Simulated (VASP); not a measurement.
Runs of VASP 6.6.1 on SnSe. The structure is that of space group Fm-3m (No. 225), or close to it. The cells are those of the table. 

```csv
spin,cell,gap on the mesh (eV),pressure (GPa)
off,"a = 4.276 Å, angles 58.2°, 2 atoms",(a),1.4
off,"a = 4.246 Å, angles 60.0°, 2 atoms",0.49,0.3
off,"a = 4.229 Å, angles 60.9°, 2 atoms",0.31,(b)
"non-collinear, zero start, SOC","a = 4.246 Å, angles 60.0°, 2 atoms",-,0.3
off,"a = 4.260 Å, angles 59.1°, 2 atoms",0.39,0.8
off,"a = 4.214 Å, angles 61.8°, 2 atoms",(c),-0.7
```

Alike in all rows: task single point; level r2SCAN; potentials or basis VASP PAW PBE potentials, release 64 (Sn_d, Se); k mesh 8 × 8 × 8; cutoff (eV) 520; smearing fermi-dirac 0.02 eV.

Task: Fill in the values left out.

Result: (a) 0.27; (b) -0.2; (c) 0.14.

Caveats: the structure was generated, so it needn't be the stable form of SnSe; the PAW data sets were made with another functional, which shifts forces and pressure a little; semilocal functionals underestimate gaps, and a narrow one can read as zero (at least some runs); spin-orbit coupling is left out, which moves the levels of the heavy elements (at least some runs).

A k mesh can miss the band edges, and rows without SOC leave out spin-orbit coupling on Se, Sn.
